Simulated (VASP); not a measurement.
A run of VASP 6.6.1:

Contents of INCAR:

```
SYSTEM = GaSb
ALGO = Normal
EDIFF = 1E-7
ENCUT = 520
GGA = PS
ISIF = 2
ISMEAR = -1
LASPH = .TRUE.
LCHARG = .FALSE.
LREAL = .FALSE.
LWAVE = .FALSE.
NBANDS = 16
NELM = 80
PREC = Accurate
SIGMA = 0.05
```

File KPOINTS:

```
k-points
0
G
  10 10 10
  0 0 0
```

Contents of POSCAR:

```
GaSb
1.0
   -1.5348727331      2.6388498790      2.8542093822
    1.5348727331     -2.6388498790      2.8542093822
    1.5348727331      2.6388498790     -2.8542093822
Sb Ga
1 1
Direct
    0.5000000000      0.5000000000      0.0000000000
    0.0000000000      0.0000000000      0.0000000000
```

Potentials or basis: VASP PAW PBE potentials, release 64 (Sb, Ga_d).

Run with:

```sh
$ cat potpaw_PBE.64/Sb/POTCAR potpaw_PBE.64/Ga_d/POTCAR > POTCAR
$ mpirun -np 1 vasp_std > vasp.out
```

Hardware: 1 thread of Intel(R) Xeon(R) 6975P-C (Granite Rapids) (shared host).

Problem. Estimate the wall time of this run.

Solution. It took 37 s on 1 thread of Intel(R) Xeon(R) 6975P-C (Granite Rapids) (shared host), peak memory 0.27 GiB. Counts: scf iterations 13, k points 171.
